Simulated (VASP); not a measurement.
A run of VASP 6.6.1 is set up as follows.

File INCAR:

```
ALGO = Normal
EDIFF = 1E-6
EDIFFG = -0.01
ENCUT = 600
GGA = PE
IBRION = 2
ISIF = 3
ISMEAR = -1
LASPH = T
LCHARG = F
LREAL = F
LWAVE = F
NELM = 80
NSW = 80
PREC = Accurate
SIGMA = 0.1
```

The input KPOINTS:

```
k-points
0
Gamma
  8 8 12
```

File POSCAR:

```
Pt
1.0
    4.4020276304      0.0000000000      0.0000000000
   -2.2010138152      3.8122677561      0.0000000000
    0.0000000000      0.0000000000      2.6984429374
Pt
3
Direct
    0.0000000000      0.0000000000      0.0000000000
    0.3333333333      0.6666666667      0.5000000000
    0.6666666667      0.3333333333      0.5000000000
```

Potentials or basis: VASP PAW PBE potentials, release 64 (Pt).

Launch:

```sh
$ cat potpaw_PBE.64/Pt/POTCAR > POTCAR
$ mpirun -np 1 vasp_std > vasp.out
```

Task: Estimate the band gap on the k mesh.

Result: Zero (bands 15 and 16 overlap by 1.37 eV).

Task: Estimate the relaxed volume.

Result: 16.01 Å³/atom.

Task: Predict the relaxed cell.

Result: a = 4.531 Å, b = 4.531 Å, c = 2.701 Å, α = 90.00°, β = 90.00°, γ = 120.00°.

Task: Estimate the space group after relaxing (to 0.1 Å).

Result: P6/mmm (No. 191).

The path:
| step | energy change (eV) | largest force (eV/Å) | pressure (GPa) | volume (Å³) |
| --- | --- | --- | --- | --- |
| 1 | 0.0000 | 0.0000 | 16.56 | 45.28 |
| 2 | 0.5764 | 0.0000 | -23.73 | 56.26 |
| 3 | -0.1533 | 0.0000 | -1.62 | 48.38 |
| 4 | -0.1540 | 0.0000 | -0.79 | 48.21 |
| 5 | -0.1540 | 0.0000 | -0.50 | 48.15 |
| 6 | -0.1595 | 0.0000 | 0.59 | 47.91 |
| 7 | -0.1605 | 0.0000 | 0.25 | 47.98 |
| 8 | -0.1604 | 0.0000 | -0.40 | 48.11 |
| 9 | -0.1605 | 0.0000 | 0.01 | 48.03 |

Caveat: spin-orbit coupling is left out, which moves the levels of the heavy elements.
